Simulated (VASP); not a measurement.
# H4C (I-42m) in VASP: single point with r2SCAN+rVV10

Aim: the single point of H4C with r2SCAN+rVV10.

Program: VASP 6.6.1. These are calculated values, not measurements. Logs are shortened: lines on timing, memory, paths and dates and some standing lists are left out, and cuts for length are marked.

### 1 The cell of the first run

The structure is tetragonal, space group I-42m (No. 121). The conventional cell has a = 3.871 Å, b = 3.871 Å, c = 5.784 Å, α = 90.00°, β = 90.00°, γ = 90.00°. H (site symmetry m) has 1 C at 1.09 Å within 1.5 Å. C (site symmetry -42m) has 4 H at 1.09 Å within 1.5 Å.

### 2 Single point, r2SCAN+rVV10

File POSCAR:

```
H4C
1.0
    3.8711291597      0.0000000000      0.0000000000
    0.0000000000      3.8711291597      0.0000000000
    0.0000000000      0.0000000000      5.7835329988
H C
8 2
Direct
    0.8373205970      0.1626999019      0.8916894103
    0.6626999019      0.3373205970      0.3916894103
    0.3373000981      0.6626794030      0.3916894103
    0.8373000981      0.8373205970      0.1083105897
    0.3373205970      0.3373000981      0.6083105897
    0.6626794030      0.6626999019      0.6083105897
    0.1626794030      0.8373000981      0.8916894103
    0.1626999019      0.1626794030      0.1083105897
    0.5000000000      0.5000000000      0.5000000000
    0.0000000000      0.0000000000      0.0000000000
```

File INCAR.step1:

```
ALGO = Normal
EDIFF = 1E-5
ENCUT = 1430
GGA = PE
GGA_COMPAT = False
ISMEAR = -1
LASPH = True
LCHARG = False
LREAL = False
LWAVE = True
NBANDS = 19
NELM = 120
PREC = Accurate
SIGMA = 0.03
```

File INCAR.step2:

```
ALGO = Normal
BPARAM = 11.95
CPARAM = 0.0093
EDIFF = 1E-6
ENCUT = 1430
GGA_COMPAT = False
ISIF = 2
ISMEAR = -1
ISTART = 1
IVDW_NL = 2
LASPH = True
LCHARG = False
LMIXTAU = True
LREAL = False
LUSE_VDW = True
LWAVE = False
METAGGA = R2SCAN
NBANDS = 19
NELM = 120
PREC = Accurate
SIGMA = 0.03
```

File KPOINTS:

```
k-points
0
Gamma
  6 6 4
```

Potentials or basis: VASP PAW PBE potentials, release 64 (H_h, C_h).

On the command line:

```sh
> cat potpaw_PBE.64/H_h/POTCAR potpaw_PBE.64/C_h/POTCAR > POTCAR
> cp INCAR.step1 INCAR
> mpirun -np 1 vasp_std > vasp.out
> cp INCAR.step2 INCAR
> mpirun -np 1 vasp_std > vasp.out
```

OUTCAR:

```text
BPARAM = 11.95
   EDIFF = 1E-6
   ENCUT = 1430
   ISIF = 2
   ISMEAR = -1
   ISTART = 1
   IVDW_NL = 2
   LASPH = True
   LREAL = False
   METAGGA = R2SCAN
   NELM = 120
   PREC = Accurate

 ion  position               nearest neighbor table
   1  0.837  0.163  0.892-  10 1.09
   2  0.663  0.337  0.392-   9 1.09
   3  0.337  0.663  0.392-   9 1.09
   4  0.837  0.837  0.108-  10 1.09
   5  0.337  0.337  0.608-   9 1.09
   6  0.663  0.663  0.608-   9 1.09
   7  0.163  0.837  0.892-  10 1.09
   8  0.163  0.163  0.108-  10 1.09
   9  0.500  0.500  0.500-   2 1.09   3 1.09   5 1.09   6 1.09
  10  0.000  0.000  0.000-   1 1.09   4 1.09   7 1.09   8 1.09

  LATTYP: Found a simple tetragonal cell.
 ALAT       =     3.8711291597
 C/A-ratio  =     1.4940170581

  Lattice vectors:

 A1 = (   3.8711291597,   0.0000000000,   0.0000000000)
 A2 = (   0.0000000000,   3.8711291597,   0.0000000000)
 A3 = (   0.0000000000,   0.0000000000,   5.7835329988)

Analysis of symmetry for initial positions (statically):
=====================================================================
 Subroutine PRICEL returns:
 Original cell was already a primitive cell.

 Routine SETGRP: Setting up the symmetry group for a
 simple tetragonal supercell.

 Subroutine GETGRP returns: Found  8 space group operations
 (whereof  4 operations were pure point group operations)
 out of a pool of 16 trial point group operations.

The static configuration has the point symmetry S_4 .
 The point group associated with its full space group is D_2d.

Analysis of symmetry for dynamics (positions and initial velocities):
=====================================================================
 Subroutine PRICEL returns:
 Original cell was already a primitive cell.

 Routine SETGRP: Setting up the symmetry group for a
 simple tetragonal supercell.

 Subroutine GETGRP returns: Found  8 space group operations
 (whereof  4 operations were pure point group operations)
 out of a pool of 16 trial point group operations.

The dynamic configuration has the point symmetry S_4 .
 The point group associated with its full space group is D_2d.

 Subroutine INISYM returns: Found  8 space group operations
 (whereof  4 operations are pure point group operations),
 and found     1 'primitive' translations

----------------------------------------------------------------------------------------

                                     Primitive cell

  volume of cell :      86.6699

  direct lattice vectors                    reciprocal lattice vectors
     3.871129160  0.000000000  0.000000000     0.258322561  0.000000000  0.000000000
     0.000000000  3.871129160  0.000000000     0.000000000  0.258322561  0.000000000
     0.000000000  0.000000000  5.783532999     0.000000000  0.000000000  0.172904693

  length of vectors
     3.871129160  3.871129160  5.783532999     0.258322561  0.258322561  0.172904693

  position of ions in fractional coordinates (direct lattice)
     0.837320597  0.162699902  0.891689410
     0.662699902  0.337320597  0.391689410
     0.337300098  0.662679403  0.391689410
     0.837300098  0.837320597  0.108310590
     0.337320597  0.337300098  0.608310590
     0.662679403  0.662699902  0.608310590
     0.162679403  0.837300098  0.891689410
     0.162699902  0.162679403  0.108310590
     0.500000000  0.500000000  0.500000000
     0.000000000  0.000000000  0.000000000

  ion indices of the primitive-cell ions
   primitive index   ion index
                 1           1
                 2           2
                 3           3
                 4           4
                 5           5
                 6           6
                 7           7
                 8           8
                 9           9
                10          10

----------------------------------------------------------------------------------------

 KPOINTS: k-points

Automatic generation of k-mesh.
 Grid dimensions read from file:
 generate k-points for:    6    6    4

 Generating k-lattice:

  Cartesian coordinates                     Fractional coordinates (reciprocal lattice)
     0.043053760  0.000000000  0.000000000     0.166666667  0.000000000  0.000000000
     0.000000000  0.043053760  0.000000000     0.000000000  0.166666667  0.000000000
     0.000000000  0.000000000  0.043226173     0.000000000  0.000000000  0.250000000

  Length of vectors
     0.043053760  0.043053760  0.043226173

  Shift w.r.t. Gamma in fractional coordinates (k-lattice)
     0.000000000  0.000000000  0.000000000

 Subroutine IBZKPT returns following result:
 ===========================================

 Found     30 irreducible k-points:

 Following reciprocal coordinates:
            Coordinates               Weight
  0.000000  0.000000  0.000000      1.000000
  0.166667  0.000000  0.000000      4.000000
  0.333333  0.000000  0.000000      4.000000
  0.500000  0.000000  0.000000      2.000000
  0.166667  0.166667  0.000000      4.000000
  0.333333  0.166667  0.000000      8.000000
[... 16 lines left out ...]
  0.333333  0.000000  0.500000      4.000000
  0.500000  0.000000  0.500000      2.000000
 [... further k-points ...]
   k-points           NKPTS =     30   k-points in BZ     NKDIM =     30   number of bands    NBANDS=     19
   number of dos      NEDOS =    301   number of ions     NIONS =     10
   total plane-waves  NPLWV = 165888
   dimension x,y,z NGX =    48 NGY =   48 NGZ =   72
   dimension x,y,z NGXF=    96 NGYF=   96 NGZF=  144
   ions per type =               8   2
   NGX,Y,Z   is equivalent  to a cutoff of  20.61, 20.61, 20.70 a.u.
   NGXF,Y,Z  is equivalent  to a cutoff of  41.23, 41.23, 41.39 a.u.
 SYSTEM =  unknown system
   PREC   = accura    normal or accurate (medium, high low for compatibility)
   ISTART =      1    job   : 0-new  1-cont  2-samecut
   ICHARG =      0    charge: 1-file 2-atom 10-const
   ISPIN  =      1    spin polarized calculation?
   LNONCOLLINEAR =      F non collinear calculations
   LSORBIT =      F    spin-orbit coupling
   LASPH  =      T    aspherical Exc in radial PAW
   ENCUT  = 1430.0 eV 105.10 Ry   10.25 a.u.  11.94 11.94 17.83*2*pi/ulx,y,z
   NELM   =    120;   NELMIN=  2; NELMDL=  0     # of ELM steps
   EDIFF  = 0.1E-05   stopping-criterion for ELM
   LREAL  =      F    real-space projection
   EDIFFG = 0.1E-04   stopping-criterion for IOM
   NSW    =      0    number of steps for IOM
   IBRION =     -1    ionic relax: 0-MD 1-quasi-New 2-CG
   NFREE  =      0    steps in history (QN), initial steepest desc. (CG)
   ISIF   =      2    stress and relaxation
   ISYM   =      2    0-nonsym 1-usesym 2-fastsym
   POTIM  = 0.5000    time-step for ionic-motion
   TEBEG  =    0.0;   TEEND  =   0.0 temperature during run
   PSTRESS=    0.0 pullay stress
   NELECT =      16.0000    total number of electrons
   NUPDOWN=      -1.0000    fix difference up-down
   EMIN   =  10.00;   EMAX   =-10.00  energy-range for DOS
   EFERMI =   0.00;   METHOD = LEGACY
   ISMEAR =    -1;   SIGMA  =   0.03  broadening in eV -4-tet -1-fermi 0-gaus
   EFERMI_NEDOS =   21; number of points for ismear=-14 and -15
   IALGO  =     38    algorithm
   IMIX   =      4    mixing-type and parameters
     AMIX     =   0.40;   BMIX     =  1.00
     AMIX_MAG =   1.60;   BMIX_MAG =  1.00
  volume/ion in A,a.u.               =       8.67        58.49
  Fermi-wavevector in a.u.,A,eV,Ry     =   0.932163  1.761533 11.822488  0.868928
  Thomas-Fermi vector in A             =   2.058732
   LORBIT       =      0    0 simple, 1 ext, 2 COOP (PROOUT), +10 PAW based schemes
   METAGGA = R2SCAN    functional components
   LHFCALC =     F    Hartree Fock is set to
   AEXX    =    0.0000 exact exchange contribution
   IVDW_NL    =     2    kernel type
   BPARAM     =11.9500
   IVDW    =     0    specifies the selected vdW correction
   LEPSILON=     F    determine dielectric tensor
   LRPA    =     F    only Hartree local field effects (RPA)
 non-spin polarized calculation
  energy-cutoff  :     1430.00
  volume of cell :       86.67
 maximum number of plane-waves:     10676
 NGX is ok and might be reduce to    48
   NGX = 23   NGY = 23   NGZ = 35

 number of electron      16.0000001 magnetization

 Free energy of the ion-electron system (eV)
  ---------------------------------------------------
  ext. energy  EPLUGINS =         0.00000000
  ---------------------------------------------------
  free energy    TOTEN  =       -49.64264114 eV

  energy without entropy =      -49.64264114  energy(sigma->0) =      -49.64264114

 E-fermi :  -5.3474     XC(G=0):  -7.3022

 val. band max:       -5.9608377775   @ k =   0.0000   0.0000   0.0000
 cond. band min:       2.3616688230   @ k =   0.0000   0.0000   0.0000
 fundamental gap:      8.3225066005
 Fermi energy:        -5.3473773990

 k-point     1 :       0.0000    0.0000    0.0000
  band No.  band energies     occupation
      1     -15.4607      2.00000
      2     -14.7702      2.00000
      3      -7.6990      2.00000
      4      -6.6379      2.00000
      5      -6.6379      2.00000
      6      -6.1193      2.00000
[... 11 lines left out ...]
     18      10.8173      0.00000
     19      12.2938      0.00000

 k-point     2 :       0.1667    0.0000    0.0000
  band No.  band energies     occupation
      1     -15.3757      2.00000
      2     -14.7666      2.00000
      3      -7.5807      2.00000
      4      -6.8406      2.00000
      5      -6.5745      2.00000
      6      -6.3824      2.00000
[... 476 lines left out ...]
 k-point    24 :       0.5000    0.0000    0.5000
  band No.  band energies     occupation
      1     -14.9245      2.00000
      2     -14.9245      2.00000
      3      -7.7025      2.00000
      4      -7.7025      2.00000
      5      -6.2944      2.00000
      6      -6.2944      2.00000
[... 11 lines left out ...]
     18      11.2489      0.00000
     19      12.1222      0.00000

 [... further k-points ...]

------------------------ aborting loop because EDIFF is reached ----------------------------------------

  FORCE on cell =-STRESS in cart. coord.  units (eV):
  Direction    XX          YY          ZZ          XY          YZ          ZX
  --------------------------------------------------------------------------------------
  -------------------------------------------------------------------------------------
  Total        0.0122013      0.0122013      0.0163572      0.0000000      0.0000000      0.0000000
  in kB        0.2255524      0.2255524      0.3023781      0.0000000      0.0000000      0.0000000
  external PRESSURE =       0.2511610 kB  Pullay stress =       0.0000000 kB

 VOLUME and BASIS-vectors are now :
 -----------------------------------------------------------------------------
  energy-cutoff  :     1430.00
  volume of cell :       86.67
      direct lattice vectors                 reciprocal lattice vectors
     3.871129160  0.000000000  0.000000000     0.258322561  0.000000000  0.000000000
     0.000000000  3.871129160  0.000000000     0.000000000  0.258322561  0.000000000
     0.000000000  0.000000000  5.783532999     0.000000000  0.000000000  0.172904693

 POSITION                                       TOTAL-FORCE (eV/Angst)
 -----------------------------------------------------------------------------------
      3.24138      0.62983      5.15712        -0.005994      0.005988     -0.004974
      2.56540      1.30581      2.26535         0.005988     -0.005994     -0.004974
      1.30573      2.56532      2.26535        -0.005988      0.005994     -0.004974
      3.24130      3.24138      0.62642        -0.005988     -0.005994      0.004974
      1.30581      1.30573      3.51818        -0.005994     -0.005988      0.004974
      2.56532      2.56540      3.51818         0.005994      0.005988      0.004974
      0.62975      3.24130      5.15712         0.005994     -0.005988     -0.004974
      0.62983      0.62975      0.62642         0.005988      0.005994      0.004974
      1.93556      1.93556      2.89177         0.000000      0.000000      0.000000
      0.00000      0.00000      0.00000        -0.000000      0.000000      0.000000
 -----------------------------------------------------------------------------------
    total drift:                                0.000000      0.000000     -0.000000

  FREE ENERGIE OF THE ION-ELECTRON SYSTEM (eV)
  ---------------------------------------------------
  free  energy   TOTEN  =       -49.6426411433 eV

  energy  without entropy=      -49.6426411433  energy(sigma->0) =      -49.64264114
```

Run time: 7.4 min. Hardware: 1 thread of Intel Xeon Platinum 8488C (Sapphire Rapids), shared host; peak memory 1.1 GiB.

Results:

- Free energy: -49.6426 eV
- Pressure: 0.0 GPa
- Largest force: 0.010 eV/Å
- Band gap on the k mesh: 8.32 eV

Forces in eV/Å, atoms in the order of the input:
```
H   -0.006  0.006 -0.005
H    0.006 -0.006 -0.005
H   -0.006  0.006 -0.005
H   -0.006 -0.006  0.005
H   -0.006 -0.006  0.005
H    0.006  0.006  0.005
H    0.006 -0.006 -0.005
H    0.006  0.006  0.005
C    0.000  0.000  0.000
C    0.000  0.000  0.000
```

Levels at points of the mesh, in eV from the valence-band top:
```csv
k point,band 5,band 6,band 7,band 8,band 9,band 10,band 11,band 12
"(0.00, 0.00, 0.00)",-0.68,-0.16,-0.16,0.00,8.32,10.52,12.71,13.40
"(0.50, 0.00, 0.00)",-0.87,-0.87,-0.26,-0.26,11.17,11.17,11.87,11.87
"(0.50, 0.50, 0.00)",-0.68,-0.68,-0.66,-0.66,9.66,9.66,10.49,10.49
"(0.00, 0.00, 0.50)",-0.43,-0.43,-0.43,-0.43,9.78,9.78,13.84,13.84
"(0.50, 0.00, 0.50)",-0.33,-0.33,-0.29,-0.29,10.23,10.23,12.51,12.51
"(0.50, 0.50, 0.50)",-1.13,-1.13,-0.70,-0.70,10.40,10.40,12.09,12.09
```

Caveat: the PAW data sets were made with another functional, which shifts forces and pressure a little.
